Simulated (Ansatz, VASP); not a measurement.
## Al4Cl: VASP beside Ansatz

```
CELL_PARAMETERS angstrom
5.07307 0.00000 0.00000
0.00000 5.07307 0.00000
0.00000 0.00000 5.07307
ATOMIC_POSITIONS crystal
Al 0.50000 0.50000 0.50000
Al 0.00000 0.50000 0.50000
Al 0.50000 0.00000 0.50000
Al 0.50000 0.50000 0.00000
Cl 0.00000 0.00000 0.00000
```

Change from the starting cell: species swapped into the Mn4N type (Pm-3m, No. 221).

Alike in both runs: functional PBE; k mesh 4 × 4 × 4; occupations gaussian, width 0.1 eV; no spin polarisation.

Ansatz relaxed the structure, and its values are those at the end. VASP's run is a single point on that final structure, the one shown.

|  | VASP | Ansatz |
| --- | --- | --- |
| version | VASP 6.6.1 | Ansatz 0.2.0 |
| potentials or method | VASP PAW PBE potentials, release 64 (Al, Cl), cutoff 520 eV | scalar-relativistic, plane waves, PAW |
| valence electrons in the cell | 19 | 19 |

Ansatz gave:

| Property | Result |
| --- | --- |
| gap on the k mesh at the Fermi level (eV) | none |
| pressure (GPa) | 0.2 |

Q: Which values does VASP return?

A: gap on the k mesh at the Fermi level (eV): none; pressure (GPa): 0.1.

A gap of «none» marks a metal or a gap that the smearing closes.
